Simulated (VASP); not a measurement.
A run of VASP 6.6.1 is set up as follows.

POSCAR

```
Zr
1.0
   -1.8612455915      1.8612455915      1.8612455915
    1.8612455915     -1.8612455915      1.8612455915
    1.8612455915      1.8612455915     -1.8612455915
Zr
1
Direct
    0.0000000000      0.0000000000      0.0000000000
```

The input INCAR.step1:

```
ALGO     = Normal         # electronic algorithm
EDIFF    = 1E-4           # SCF threshold, eV
ENCUT    = 520            # plane-wave cutoff, eV
GGA      = PE             # functional
ISMEAR   = -1             # smearing method
LASPH    = True           # aspherical terms in the spheres
LCHARG   = False          # write CHGCAR
LREAL    = False          # projectors in reciprocal space
LWAVE    = True           # write WAVECAR
NBANDS   = 12             # bands
NELM     = 60             # most SCF steps
PREC     = Accurate       # precision mode
SIGMA    = 0.1            # smearing width, eV
```

The input INCAR.step2:

```
ALGO     = Normal         # electronic algorithm
EDIFF    = 1E-7           # SCF threshold, eV
ENCUT    = 520            # plane-wave cutoff, eV
ISIF     = 2              # what is computed and relaxed
ISMEAR   = -1             # smearing method
ISTART   = 1            
LASPH    = True           # aspherical terms in the spheres
LCHARG   = False          # write CHGCAR
LMIXTAU  = True         
LREAL    = False          # projectors in reciprocal space
LWAVE    = False          # write WAVECAR
METAGGA  = R2SCAN         # meta-GGA
NBANDS   = 12             # bands
NELM     = 60             # most SCF steps
PREC     = Accurate       # precision mode
SIGMA    = 0.1            # smearing width, eV
```

The input KPOINTS:

```
k-points
0
Gamma
  14 14 14
```

Potentials or basis: VASP PAW PBE potentials, release 64 (Zr_sv).

Launch:

```sh
$ cat potpaw_PBE.64/Zr_sv/POTCAR > POTCAR
$ cp INCAR.step1 INCAR
$ mpirun -np 1 vasp_std > vasp.out
$ cp INCAR.step2 INCAR
$ mpirun -np 1 vasp_std > vasp.out
```

(1) What does it give for the band gap on the k mesh?

(2) What does it give for the pressure?

## Answers

(1) zero (bands 6 and 7 overlap by 1.92 eV).

(2) -8.3 GPa.

Caveat: the cell stands under tension; the PAW data sets were made with another functional, which shifts forces and pressure a little.
